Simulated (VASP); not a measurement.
# BaZrO3 (Pm-3m) in VASP: notebook

The runs below take BaZrO3 through single point, with LDA.

Program: VASP 6.6.1. These are calculated values, not measurements. Logs are shortened: lines on timing, memory, paths and dates and some standing lists are left out, and cuts for length are marked.

### 1 The cell of the first run

It takes space group Pm-3m (No. 221, cubic). The conventional cell has a = 4.132 Å, b = 4.132 Å, c = 4.132 Å, α = 90.00°, β = 90.00°, γ = 90.00°. Within 3.8 Å of Ba (site symmetry m-3m) lie 12 O at 2.92 Å and 8 Zr at 3.58 Å. Within 2.7 Å of Zr (site symmetry m-3m) lie 6 O at 2.07 Å. Within 2.7 Å of O (site symmetry 4/mmm) lie 2 Zr at 2.07 Å.

### 2 Single point, LDA

The input, INCAR:

```
SYSTEM = BaZrO3
  PREC = Accurate
  ENCUT = 520
  EDIFF = 1E-6
  ISMEAR = 0
  SIGMA = 0.01
  LREAL = .FALSE.
  LASPH = .TRUE.
  NELM = 60
  ALGO = Normal
  ISIF = 2
  LWAVE = .FALSE.
  LCHARG = .FALSE.
  GGA = CA
  NBANDS = 28
```

The input, KPOINTS:

```
Automatic mesh
0
G
  4 4 4
  0 0 0
```

The input, POSCAR:

```
BaZrO3
1.0
    4.1322606106      0.0000000000      0.0000000000
    0.0000000000      4.1322606106      0.0000000000
    0.0000000000      0.0000000000      4.1322606106
Ba Zr O
1 1 3
Direct
    0.0000000000      0.0000000000      0.0000000000
    0.5000000000      0.5000000000      0.5000000000
    0.0000000000      0.5000000000      0.5000000000
    0.5000000000      0.0000000000      0.5000000000
    0.5000000000      0.5000000000      0.0000000000
```

Potentials or basis: VASP PAW LDA potentials, release 64 (Ba_sv, Zr_sv, O).

Command:

```sh
> cat potpaw_LDA.64/Ba_sv/POTCAR potpaw_LDA.64/Zr_sv/POTCAR potpaw_LDA.64/O/POTCAR > POTCAR
> mpirun -np 1 vasp_std > vasp.out
```

OUTCAR:

```text
SYSTEM = BaZrO3
   PREC = Accurate
   ENCUT = 520
   EDIFF = 1E-6
   ISMEAR = 0
   LREAL = .FALSE.
   LASPH = .TRUE.
   NELM = 60
   ISIF = 2
   GGA = CA

 ion  position               nearest neighbor table
   1  0.000  0.000  0.000-   3 2.92   4 2.92   5 2.92   3 2.92   4 2.92   3 2.92   5 2.92   3 2.92
                             4 2.92   5 2.92   4 2.92   5 2.92   2 3.58   2 3.58   2 3.58   2 3.58
   2  0.500  0.500  0.500-   3 2.07   4 2.07   5 2.07   5 2.07   4 2.07   3 2.07   1 3.58   1 3.58
                             1 3.58   1 3.58   1 3.58   1 3.58   1 3.58   1 3.58
   3  0.000  0.500  0.500-   2 2.07   2 2.07   1 2.92   1 2.92   1 2.92   1 2.92
   4  0.500  0.000  0.500-   2 2.07   2 2.07   1 2.92   1 2.92   1 2.92   1 2.92
   5  0.500  0.500  0.000-   2 2.07   2 2.07   1 2.92   1 2.92   1 2.92   1 2.92

  LATTYP: Found a simple cubic cell.
 ALAT       =     4.1322606106

  Lattice vectors:

 A1 = (   4.1322606106,   0.0000000000,   0.0000000000)
 A2 = (   0.0000000000,   4.1322606106,   0.0000000000)
 A3 = (   0.0000000000,   0.0000000000,   4.1322606106)

Analysis of symmetry for initial positions (statically):
=====================================================================
 Subroutine PRICEL returns:
 Original cell was already a primitive cell.

 Routine SETGRP: Setting up the symmetry group for a
 simple cubic supercell.

 Subroutine GETGRP returns: Found 48 space group operations
 (whereof 48 operations were pure point group operations)
 out of a pool of 48 trial point group operations.

The static configuration has the point symmetry O_h .

Analysis of symmetry for dynamics (positions and initial velocities):
=====================================================================
 Subroutine PRICEL returns:
 Original cell was already a primitive cell.

 Routine SETGRP: Setting up the symmetry group for a
 simple cubic supercell.

 Subroutine GETGRP returns: Found 48 space group operations
 (whereof 48 operations were pure point group operations)
 out of a pool of 48 trial point group operations.

The dynamic configuration has the point symmetry O_h .

 Subroutine INISYM returns: Found 48 space group operations
 (whereof 48 operations are pure point group operations),
 and found     1 'primitive' translations

----------------------------------------------------------------------------------------

                                     Primitive cell

  volume of cell :      70.5607

  direct lattice vectors                    reciprocal lattice vectors
     4.132260611  0.000000000  0.000000000     0.241998290  0.000000000  0.000000000
     0.000000000  4.132260611  0.000000000     0.000000000  0.241998290  0.000000000
     0.000000000  0.000000000  4.132260611     0.000000000  0.000000000  0.241998290

  length of vectors
     4.132260611  4.132260611  4.132260611     0.241998290  0.241998290  0.241998290

  position of ions in fractional coordinates (direct lattice)
     0.000000000  0.000000000  0.000000000
     0.500000000  0.500000000  0.500000000
     0.000000000  0.500000000  0.500000000
     0.500000000  0.000000000  0.500000000
     0.500000000  0.500000000  0.000000000

  ion indices of the primitive-cell ions
   primitive index   ion index
                 1           1
                 2           2
                 3           3
                 4           4
                 5           5

----------------------------------------------------------------------------------------

 KPOINTS: Automatic mesh

Automatic generation of k-mesh.
 Grid dimensions read from file:
 generate k-points for:    4    4    4

 Generating k-lattice:

  Cartesian coordinates                     Fractional coordinates (reciprocal lattice)
     0.060499572  0.000000000  0.000000000     0.250000000  0.000000000  0.000000000
     0.000000000  0.060499572  0.000000000     0.000000000  0.250000000  0.000000000
     0.000000000  0.000000000  0.060499572     0.000000000  0.000000000  0.250000000

  Length of vectors
     0.060499572  0.060499572  0.060499572

  Shift w.r.t. Gamma in fractional coordinates (k-lattice)
     0.000000000  0.000000000  0.000000000

 Subroutine IBZKPT returns following result:
 ===========================================

 Found     10 irreducible k-points:

 Following reciprocal coordinates:
            Coordinates               Weight
  0.000000  0.000000  0.000000      1.000000
  0.250000  0.000000  0.000000      6.000000
  0.500000  0.000000  0.000000      3.000000
  0.250000  0.250000  0.000000     12.000000
  0.500000  0.250000  0.000000     12.000000
  0.500000  0.500000  0.000000      3.000000
  0.250000  0.250000  0.250000      8.000000
  0.500000  0.250000  0.250000     12.000000
  0.500000  0.500000  0.250000      6.000000
  0.500000  0.500000  0.500000      1.000000
   k-points           NKPTS =     10   k-points in BZ     NKDIM =     10   number of bands    NBANDS=     28
   number of dos      NEDOS =    301   number of ions     NIONS =      5
   total plane-waves  NPLWV =  32768
   dimension x,y,z NGX =    32 NGY =   32 NGZ =   32
   dimension x,y,z NGXF=    64 NGYF=   64 NGZF=   64
   ions per type =               1   1   3
   NGX,Y,Z   is equivalent  to a cutoff of  12.87, 12.87, 12.87 a.u.
   NGXF,Y,Z  is equivalent  to a cutoff of  25.75, 25.75, 25.75 a.u.
 SYSTEM =  BaZrO3
   PREC   = accura    normal or accurate (medium, high low for compatibility)
   ISTART =      0    job   : 0-new  1-cont  2-samecut
   ICHARG =      2    charge: 1-file 2-atom 10-const
   ISPIN  =      1    spin polarized calculation?
   LNONCOLLINEAR =      F non collinear calculations
   LSORBIT =      F    spin-orbit coupling
   LASPH  =      T    aspherical Exc in radial PAW
   ENCUT  =  520.0 eV  38.22 Ry    6.18 a.u.   7.68  7.68  7.68*2*pi/ulx,y,z
   NELM   =     60;   NELMIN=  2; NELMDL= -5     # of ELM steps
   EDIFF  = 0.1E-05   stopping-criterion for ELM
   LREAL  =      F    real-space projection
[... 7 lines left out ...]
   TEBEG  =    0.0;   TEEND  =   0.0 temperature during run
   PSTRESS=    0.0 pullay stress
   NELECT =      40.0000    total number of electrons
   NUPDOWN=      -1.0000    fix difference up-down
   EMIN   =  10.00;   EMAX   =-10.00  energy-range for DOS
   EFERMI =   0.00;   METHOD = LEGACY
   ISMEAR =     0;   SIGMA  =   0.01  broadening in eV -4-tet -1-fermi 0-gaus
   EFERMI_NEDOS =   21; number of points for ismear=-14 and -15
   IALGO  =     38    algorithm
   IMIX   =      4    mixing-type and parameters
     AMIX     =   0.40;   BMIX     =  1.00
     AMIX_MAG =   1.60;   BMIX_MAG =  1.00
  volume/ion in A,a.u.               =      14.11        95.23
  Fermi-wavevector in a.u.,A,eV,Ry     =   1.354900  2.560389 24.976936  1.835753
  Thomas-Fermi vector in A             =   2.482032
   LORBIT       =      0    0 simple, 1 ext, 2 COOP (PROOUT), +10 PAW based schemes
   GGA     = CA    functional components
   LHFCALC =     F    Hartree Fock is set to
   AEXX    =    0.0000 exact exchange contribution
   IVDW    =     0    specifies the selected vdW correction
   LEPSILON=     F    determine dielectric tensor
   LRPA    =     F    only Hartree local field effects (RPA)
 non-spin polarized calculation
 Gauss-broadening in eV      SIGMA  =   0.01
  energy-cutoff  :      520.00
  volume of cell :       70.56
 maximum number of plane-waves:      1935
 NGX is ok and might be reduce to    32
   NGX = 15   NGY = 15   NGZ = 15

 number of electron      40.0000021 magnetization

 Free energy of the ion-electron system (eV)
  ---------------------------------------------------
  ext. energy  EPLUGINS =         0.00000000
  ---------------------------------------------------
  free energy    TOTEN  =       -45.71380434 eV

  energy without entropy =      -45.71380434  energy(sigma->0) =      -45.71380434

 E-fermi :   3.8735     XC(G=0): -11.4487

 val. band max:        3.7889253758   @ k =   0.5000   0.5000   0.5000
 cond. band min:       6.9358676596   @ k =   0.0000   0.0000   0.0000
 fundamental gap:      3.1469422838
 Fermi energy:         3.8735020946

 k-point     1 :       0.0000    0.0000    0.0000
  band No.  band energies     occupation
      1     -42.6220      2.00000
      2     -21.2268      2.00000
      3     -21.0230      2.00000
      4     -21.0230      2.00000
      5     -21.0230      2.00000
      6     -12.3391      2.00000
[... 20 lines left out ...]
     27      11.7380      0.00000
     28      11.7380      0.00000

 k-point     2 :       0.2500    0.0000    0.0000
  band No.  band energies     occupation
      1     -42.6198      2.00000
      2     -21.3862      2.00000
      3     -21.0183      2.00000
      4     -21.0183      2.00000
      5     -20.9768      2.00000
      6     -12.4353      2.00000
[... 20 lines left out ...]
     27      11.7423      0.00000
     28      11.8724      0.00000

 k-point     3 :       0.5000    0.0000    0.0000
  band No.  band energies     occupation
      1     -42.6176      2.00000
      2     -21.5289      2.00000
      3     -21.0137      2.00000
      4     -21.0137      2.00000
      5     -20.9375      2.00000
      6     -12.5912      2.00000
[... 20 lines left out ...]
     27      11.7351      0.00000
     28      12.5580      0.00000

 k-point     4 :       0.2500    0.2500    0.0000
  band No.  band energies     occupation
      1     -42.6176      2.00000
      2     -21.3705      2.00000
      3     -21.1755      2.00000
      4     -21.0139      2.00000
      5     -20.9584      2.00000
      6     -12.3132      2.00000
[... 20 lines left out ...]
     27      12.0150      0.00000
     28      12.6035      0.00000

 k-point     5 :       0.5000    0.2500    0.0000
  band No.  band energies     occupation
      1     -42.6154      2.00000
      2     -21.4457      2.00000
      3     -21.1717      2.00000
      4     -21.0095      2.00000
      5     -21.0002      2.00000
      6     -12.3304      2.00000
[... 20 lines left out ...]
     27      12.2098      0.00000
     28      12.7865      0.00000

 k-point     6 :       0.5000    0.5000    0.0000
  band No.  band energies     occupation
      1     -42.6132      2.00000
      2     -21.3191      2.00000
      3     -21.3191      2.00000
      4     -21.1060      2.00000
      5     -21.0053      2.00000
      6     -12.2048      2.00000
[... 20 lines left out ...]
     27      13.3406      0.00000
     28      13.3407      0.00000

 k-point     7 :       0.2500    0.2500    0.2500
  band No.  band energies     occupation
      1     -42.6154      2.00000
      2     -21.3309      2.00000
      3     -21.1698      2.00000
      4     -21.1698      2.00000
      5     -20.9703      2.00000
      6     -11.8640      2.00000
[... 20 lines left out ...]
     27      12.4288      0.00000
     28      12.4288      0.00000

 k-point     8 :       0.5000    0.2500    0.2500
  band No.  band energies     occupation
      1     -42.6132      2.00000
      2     -21.3878      2.00000
      3     -21.1681      2.00000
      4     -21.1641      2.00000
      5     -21.0330      2.00000
      6     -11.8213      2.00000
[... 20 lines left out ...]
     27      11.6326      0.00000
     28      12.8284      0.00000

 k-point     9 :       0.5000    0.5000    0.2500
  band No.  band energies     occupation
      1     -42.6110      2.00000
      2     -21.3124      2.00000
      3     -21.3124      2.00000
      4     -21.1606      2.00000
      5     -21.0830      2.00000
      6     -11.6056      2.00000
[... 20 lines left out ...]
     27      12.1394      0.00000
     28      13.5207      0.00000

 k-point    10 :       0.5000    0.5000    0.5000
  band No.  band energies     occupation
      1     -42.6089      2.00000
      2     -21.3058      2.00000
      3     -21.3058      2.00000
      4     -21.3058      2.00000
      5     -21.0598      2.00000
      6     -10.9433      2.00000
[... 20 lines left out ...]
     27      13.2442      0.00000
     28      13.2442      0.00000

------------------------ aborting loop because EDIFF is reached ----------------------------------------

  FORCE on cell =-STRESS in cart. coord.  units (eV):
  Direction    XX          YY          ZZ          XY          YZ          ZX
  --------------------------------------------------------------------------------------
  -------------------------------------------------------------------------------------
  Total        1.5805694      1.5805694      1.5805694     -0.0000000     -0.0000000      0.0000000
  in kB       35.8889748     35.8889748     35.8889748     -0.0000000     -0.0000000      0.0000000
  external PRESSURE =      35.8889748 kB  Pullay stress =       0.0000000 kB

 VOLUME and BASIS-vectors are now :
 -----------------------------------------------------------------------------
  energy-cutoff  :      520.00
  volume of cell :       70.56
      direct lattice vectors                 reciprocal lattice vectors
     4.132260611  0.000000000  0.000000000     0.241998290  0.000000000  0.000000000
     0.000000000  4.132260611  0.000000000     0.000000000  0.241998290  0.000000000
     0.000000000  0.000000000  4.132260611     0.000000000  0.000000000  0.241998290

 POSITION                                       TOTAL-FORCE (eV/Angst)
 -----------------------------------------------------------------------------------
      0.00000      0.00000      0.00000         0.000000      0.000000      0.000000
      2.06613      2.06613      2.06613         0.000000      0.000000      0.000000
      0.00000      2.06613      2.06613         0.000000      0.000000      0.000000
      2.06613      0.00000      2.06613         0.000000      0.000000      0.000000
      2.06613      2.06613      0.00000         0.000000      0.000000      0.000000
 -----------------------------------------------------------------------------------
    total drift:                                0.000000     -0.000000     -0.000000

  FREE ENERGIE OF THE ION-ELECTRON SYSTEM (eV)
  ---------------------------------------------------
  free  energy   TOTEN  =       -45.7138043377 eV

  energy  without entropy=      -45.7138043377  energy(sigma->0) =      -45.71380434
```

It took 18 s on 1 thread of AMD EPYC 7R43 (Zen 3), shared host; peak memory 0.13 GiB.

What came out:

```
Free energy            : -45.7138 eV
Pressure               : 3.6 GPa
Band gap on the k mesh : 3.15 eV, indirect (least direct gap 3.31 eV)
```

Caveat: spin-orbit coupling is left out, which moves the levels of the heavy elements.

(Continued in part 2 of 2.)
